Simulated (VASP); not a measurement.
**Hf2C: single point with PBE**

The system is Hf2C.

```
CELL_PARAMETERS angstrom
1.64347 2.84657 0.00000
-1.64347 2.84657 0.00000
0.00000 -1.89771 5.27124
ATOMIC_POSITIONS crystal
C 0.00000 0.00000 0.00000
Hf 0.25425 0.25425 0.76276
Hf 0.74575 0.74575 0.23724
```

| Quantity | Value |
| --- | --- |
| Program | VASP 6.6.1 |
| Task | single point |
| Functional | PBE |
| Potentials or basis | VASP PAW PBE potentials, release 64 (C, Hf_pv) |
| Cutoff | 520 eV |
| k mesh | 6 × 6 × 6 |
| Occupations | fermi-dirac, width 0.1 eV |
| Spin | non-collinear spin, zero start, spin-orbit coupling |
| Starting moments | [[0.0, 0.0, 0.0], [0.0, 0.0, 0.0], [0.0, 0.0, 0.0]] μB |

| Quantity | Value |
| --- | --- |
| Pressure | -0.3 GPa |
| Largest force | 0.050 eV/Å |
| Net moment | 0.00 μB per cell |
| Valence electrons inside the program's atomic spheres | C 2.41; Hf 8.53 |

Forces in eV/Å, atoms in the order of the input:
```
C    0.000  0.000  0.000
Hf   0.000  0.000  0.050
Hf   0.000  0.000 -0.050
```

Stress tensor (GPa, compression positive):
```
-0.38  0.00  0.00
 0.00 -0.38  0.00
 0.00  0.00 -0.17
```

Moments on the atoms (μB; x, y, z):
```
C   0.00 0.00 0.00
Hf  0.00 0.00 0.00
Hf  0.00 0.00 0.00
```

It took 2.6 min on 1 thread of AMD EPYC 7R43 64-Core Processor (Zen 3), with other jobs on the host, peak memory 0.28 GiB.

Caveat: the k points lie up to 0.37 Å⁻¹ apart.
